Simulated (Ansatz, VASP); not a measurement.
## Ga3AsP2 in VASP and in Ansatz

```
P Ga As
1.0
    -1.95400    5.86216    2.76364
     1.95400   -5.86216    2.76364
     1.95400    5.86216   -2.76364
P Ga As
2 3 1
Cartesian
  0.0000 3.8989 0.0019
  0.0000 7.8254 0.0019
  1.9540 3.8535 1.3492
  0.0000 2.0086 4.1128
  1.9540 0.0000 1.4479
  0.0000 0.0000 -0.0045
```

Alike in both runs: task single point; functional PBE; k mesh 6 × 6 × 6; no spin polarisation.

```csv
,VASP,Ansatz
version,VASP 6.6.1,Ansatz 0.2.0
potentials or method,"VASP PAW PBE potentials, release 64 (P, Ga_d, As)","plane waves, PAW"
plane-wave cutoff (eV),520,420
occupations,"gaussian, width 0.01 eV",fixed
valence electrons in the cell,54,64
```

```csv
,VASP,Ansatz,Ansatz less VASP
gap on the k mesh at the Fermi level (eV),1.29,1.29,0.000
pressure (GPa),2.4,2.3,-0.06
rms of the force components (eV/Å),0.010,0.006,-0.0044
```

VASP's potentials hold 54 valence electrons a cell and Ansatz's 64, so a difference there can come from the potentials and not from the codes.
